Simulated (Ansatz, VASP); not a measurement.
One calculation of InAs, two programs

```
In As
1.0
     0.00000    3.14496    2.78208
     3.14496    0.00000    2.78208
     3.14496    3.14496    0.00000
In As
1 1
Direct
  0.00000 0.00000 0.00000
  0.75000 0.75000 0.75000
```

Change from the starting cell: strain +0.040 along x and y, -0.080 along z, atoms carried along.

Alike in both runs: task single point; functional PBE; k mesh 14 × 14 × 14; occupations gaussian, width 0.15 eV; no spin polarisation.

|  | VASP | Ansatz |
| --- | --- | --- |
| version | VASP 6.6.1 | Ansatz 0.2.0 |
| potentials or method | VASP PAW PBE potentials, release 64 (In_d, As), cutoff 520 eV | scalar-relativistic, plane waves, PAW |
| valence electrons in the cell | 18 | 28 |

VASP gave:

- gap on the k mesh at the Fermi level (eV): 0.19
- least direct gap on the mesh (eV): 0.49
- pressure (GPa): 3.9
- traceless stress, the component that is largest in VASP (GPa): 1.92

Question: Which values does Ansatz return?

Answer: gap on the k mesh at the Fermi level (eV): 0.19; least direct gap on the mesh (eV): 0.49; pressure (GPa): 3.8; traceless stress, the component that is largest in VASP (GPa): 1.93.

VASP's potentials hold 18 valence electrons a cell and Ansatz's 28, so a difference there can come from the potentials and not from the codes.
